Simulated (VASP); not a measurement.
# GaN (F-43m) in VASP: a series of runs, part 2 of 3

VASP 6.6.1.

## Step 4: Vibrations by perturbation theory, PBEsol

This run uses another cell than the first one, of 11.38 Å³/atom.

Input file INCAR:

```
PREC = Accurate ; ENCUT = 520
EDIFF = 1E-8 ; ISMEAR = 0
SIGMA = 0.01 ; LREAL = False
LASPH = True ; NELM = 80
ALGO = Normal ; ISIF = 2
LWAVE = False ; LCHARG = False
GGA = PS ; IBRION = 8
NSW = 1
```

Input file KPOINTS:

```
Automatic mesh
0
Gamma
  10 10 10
```

Input file POSCAR:

```
GaN
1.0
    2.2491372718      2.2491372718      0.0000000000
   -2.2491372718      2.2491372718      0.0000000000
    0.0000000000      2.2491372718      2.2491372718
Ga N
1 1
Direct
    0.0000000000      0.0000000000      0.0000000000
    0.2500000000      0.7500000000      0.5000000000
```

Potentials or basis: VASP PAW PBE potentials, release 64 (Ga_d, N).

Started as:

```console
$ cat potpaw_PBE.64/Ga_d/POTCAR potpaw_PBE.64/N/POTCAR > POTCAR
$ mpirun -np 1 vasp_std > vasp.out
```

OUTCAR:

```text
PREC = Accurate
   ENCUT = 520
   EDIFF = 1E-8
   ISMEAR = 0
   LREAL = False
   LASPH = True
   NELM = 80
   ISIF = 2
   GGA = PS
   IBRION = 8
   NSW = 1

 ion  position               nearest neighbor table
   1  0.000  0.000  0.000-   2 1.95   2 1.95   2 1.95   2 1.95
   2  0.250  0.750  0.500-   1 1.95   1 1.95   1 1.95   1 1.95

  LATTYP: Found a face centered cubic cell.
 ALAT       =     4.4982745436

  Lattice vectors:

 A1 = (   0.0000000000,   2.2491372718,   2.2491372718)
 A2 = (   2.2491372718,   0.0000000000,   2.2491372718)
 A3 = (   2.2491372718,   2.2491372718,   0.0000000000)

Analysis of symmetry for initial positions (statically):
=====================================================================
 Subroutine PRICEL returns:
 Original cell was already a primitive cell.

 Routine SETGRP: Setting up the symmetry group for a
 face centered cubic supercell.

 Subroutine GETGRP returns: Found 24 space group operations
 (whereof 24 operations were pure point group operations)
 out of a pool of 48 trial point group operations.

The static configuration has the point symmetry T_d .

Analysis of symmetry for dynamics (positions and initial velocities):
=====================================================================
 Subroutine PRICEL returns:
 Original cell was already a primitive cell.

 Routine SETGRP: Setting up the symmetry group for a
 face centered cubic supercell.

 Subroutine GETGRP returns: Found 24 space group operations
 (whereof 24 operations were pure point group operations)
 out of a pool of 48 trial point group operations.

The dynamic configuration has the point symmetry T_d .

 Subroutine INISYM returns: Found 24 space group operations
 (whereof 24 operations are pure point group operations),
 and found     1 'primitive' translations

----------------------------------------------------------------------------------------

                                     Primitive cell

  volume of cell :      22.7551

  direct lattice vectors                    reciprocal lattice vectors
     2.249137272  2.249137272  0.000000000     0.222307463  0.222307463 -0.222307463
    -2.249137272  2.249137272  0.000000000    -0.222307463  0.222307463 -0.222307463
     0.000000000  2.249137272  2.249137272     0.000000000  0.000000000  0.444614925

  length of vectors
     3.180760433  3.180760433  3.180760433     0.385047820  0.385047820  0.444614925

  position of ions in fractional coordinates (direct lattice)
     0.000000000  0.000000000  0.000000000
     0.250000000  0.750000000  0.500000000

  ion indices of the primitive-cell ions
   primitive index   ion index
                 1           1
                 2           2

[... 142 lines left out ...]
     13      15.4521      0.00000
[... 354 lines left out ...]
  band No.  band energies     occupation
      1      -9.6572      2.00000
      2      -8.0806      2.00000
      3      -7.9629      2.00000
      4      -7.9206      2.00000
      5      -7.8310      2.00000
      6      -6.1004      2.00000
      7      -0.8716      2.00000
      8       1.0796      2.00000
      9       3.2500      2.00000
     10      10.6120      0.00000
     11      13.0482      0.00000
     12      15.7648      0.00000
     13      17.5441      0.00000

 [... further k-points ...]

------------------------ aborting loop because EDIFF is reached ----------------------------------------

  FORCE on cell =-STRESS in cart. coord.  units (eV):
  Direction    XX          YY          ZZ          XY          YZ          ZX
  --------------------------------------------------------------------------------------
  -------------------------------------------------------------------------------------
  Total       -0.0343274     -0.0343274     -0.0343274     -0.0000000      0.0000000     -0.0000000
  in kB       -2.4169813     -2.4169813     -2.4169813     -0.0000000      0.0000000     -0.0000000
  external PRESSURE =      -2.4169813 kB  Pullay stress =       0.0000000 kB

 VOLUME and BASIS-vectors are now :
 -----------------------------------------------------------------------------
  energy-cutoff  :      520.00
  volume of cell :       22.76
      direct lattice vectors                 reciprocal lattice vectors
     2.249137272  2.249137272  0.000000000     0.222307463  0.222307463 -0.222307463
    -2.249137272  2.249137272  0.000000000    -0.222307463  0.222307463 -0.222307463
     0.000000000  2.249137272  2.249137272     0.000000000  0.000000000  0.444614925

 POSITION                                       TOTAL-FORCE (eV/Angst)
 -----------------------------------------------------------------------------------
      0.00000      0.00000      0.00000         0.000000      0.000000      0.000000
     -1.12457      3.37371      1.12457        -0.000000     -0.000000      0.000000
 -----------------------------------------------------------------------------------
    total drift:                                0.000003     -0.000000      0.000000

  FREE ENERGIE OF THE ION-ELECTRON SYSTEM (eV)
  ---------------------------------------------------
  free  energy   TOTEN  =       -13.1225174866 eV

  energy  without entropy=      -13.1225174866  energy(sigma->0) =      -13.12251749

[... ionic steps 2 to 3 ...]

--------------------------------------- Ionic step        4  -------------------------------------------

------------------------ aborting loop because EDIFF is reached ----------------------------------------

[... ionic steps 5 to 6 ...]

--------------------------------------- Ionic step        7  -------------------------------------------

 Free energy of the ion-electron system (eV)
  ---------------------------------------------------
  ---------------------------------------------------
  free energy    TOTEN  =        -0.23178223 eV

  energy without entropy =       -0.23178223

------------------------ aborting loop because EDIFF is reached ----------------------------------------

 INTERNAL STRAIN TENSOR  FOR ION    2  DIRECTION 1   (eV/Angst):
 -----------------------------------------------------------------------------
     0.01657  0.00000 -0.00000
     0.00000  0.00235 -8.15331
     0.00000 -8.15331  0.00235

 INTERNAL STRAIN TENSOR FOR ION    2 for displacements in x,y,z  (eV/Angst):
          X           Y           Z          XY          YZ          ZX
  --------------------------------------------------------------------------------
  x     0.00000     0.00000     0.00000    -0.00000    -8.15331    -0.00000
  y    -0.00000    -0.00000    -0.00000    -0.00000    -0.00000    -8.15331
  z     0.00000     0.00000     0.00000    -8.15331    -0.00000     0.00000

 SECOND DERIVATIVES (NOT SYMMETRIZED)
 ------------------------------------
               1X          1Y          1Z          2X          2Y          2Z
  1X   -12.211524    0.000000    0.000000   12.211524    0.000000    0.000000
  1Y     0.000000  -12.211524    0.000000    0.000000   12.211524    0.000000
  1Z     0.000000    0.000000  -12.211524    0.000000    0.000000   12.211524
  2X    12.185270    0.000000    0.000000  -12.185270    0.000000    0.000000
  2Y     0.000000   12.185270    0.000000    0.000000  -12.185270    0.000000
  2Z     0.000000    0.000000   12.185270    0.000000    0.000000  -12.185270

 Eigenvectors and eigenvalues of the dynamical matrix
 ----------------------------------------------------

   1 f  =   15.984681 THz   100.434715 2PiTHz  533.191576 cm-1    66.107300 meV
             X         Y         Z           dx          dy          dz
      0.000000  0.000000  0.000000     0.000000    0.000000   -0.409302
     -1.124569  3.373706  1.124569     0.000000   -0.000000    0.912399
[... 21 lines left out ...]
   6 f/i=    0.006424 THz     0.040363 2PiTHz    0.214280 cm-1     0.026567 meV
             X         Y         Z           dx          dy          dz
      0.000000  0.000000  0.000000     0.863943    0.293241   -0.009153
     -1.124569  3.373706  1.124569     0.387565    0.131548   -0.004106

--------------------------------------------------------------------------------------------------------

 ELASTIC MODULI CONTR FROM IONIC RELAXATION (kBar)
 Direction    XX          YY          ZZ          XY          YZ          ZX
 --------------------------------------------------------------------------------
 XX          -0.0000     -0.0000     -0.0000      0.0000      0.0000     -0.0000
 YY          -0.0000     -0.0000     -0.0000      0.0000      0.0000     -0.0000
 ZZ          -0.0000     -0.0000     -0.0000      0.0000      0.0000     -0.0000
 XY           0.0000      0.0000      0.0000   -357.4109      0.0000      0.0000
 YZ           0.0000      0.0000      0.0000      0.0000   -357.4109      0.0000
 ZX          -0.0000     -0.0000     -0.0000      0.0000      0.0000   -357.4109
 --------------------------------------------------------------------------------
```

OSZICAR:

```text
N       E                     dE             d eps       ncg     rms          rms(c)
DAV:   1     0.842714291080E+02    0.84271E+02   -0.99400E+03  1334   0.251E+03
DAV:   2    -0.804984987327E+01   -0.92321E+02   -0.87153E+02  1367   0.352E+02
DAV:   3    -0.148270345780E+02   -0.67772E+01   -0.67329E+01  1382   0.875E+01
DAV:   4    -0.149374254327E+02   -0.11039E+00   -0.11034E+00  1456   0.119E+01
[... 42 lines left out ...]
RMM:   6    -0.231796862646E+00    0.56441E-04   -0.12837E-06  8355   0.132E-02    0.164E-03
RMM:   7    -0.231789849970E+00    0.70127E-05   -0.17233E-07  8671   0.320E-03    0.626E-04
RMM:   8    -0.231782314371E+00    0.75356E-05   -0.91229E-08  8592   0.121E-03    0.516E-05
RMM:   9    -0.231782238205E+00    0.76167E-07   -0.77944E-08  8840   0.417E-04    0.247E-05
RMM:  10    -0.231782234760E+00    0.34442E-08   -0.76165E-08  8649   0.228E-04    0.322E-06
 Linear response finished
```

stdout:

```text
POSCAR found type information on POSCAR GaN
 POSCAR found :  2 types and       2 ions
 scaLAPACK will be used
 -----------------------------------------------------------------------------
|                                                                             |
|                                                                             |
|     You enforced a specific xc type in the INCAR file but a different       |
|     I HOPE YOU KNOW WHAT YOU ARE DOING!                                     |
|                                                                             |
 -----------------------------------------------------------------------------

 LDA part: xc-table for (Slater+PW92), standard interpolation
 POSCAR, INCAR and KPOINTS ok, starting setup
 FFT: planning ... GRIDC
 FFT: planning ... GRID_SOFT
 FFT: planning ... GRID
 WAVECAR not read
 entering main loop
 Linear response reoptimize wavefunctions to high precision
 Linear response DOF=           2
 Linear response progress:
 first order change of Fermi-energy   0.35375E+00
 force on displaced ion       1 direction 1 : -12.212   0.000   0.000
 Linear response progress:
 first order change of Fermi-energy  -0.35469E+00
 force on displaced ion       2 direction 1 : -12.185   0.000   0.000
 Linear response finished
```

Wall time 2.1 min (1 thread of Intel Xeon 8259CL, shared host); peak memory 0.22 GiB.

What came out:

```
Highest phonon frequency at Γ, LO-TO splitting left out : 533 cm⁻¹
```

Phonon frequencies in cm⁻¹ (negative: imaginary):
```tsv
q point	frequencies
(0.000, 0.000, 0.000)	0 0 0 533 533 533
```

Caveat: the PAW data sets were made with another functional, which shifts forces and pressure a little.

[end of part 2 of 3]
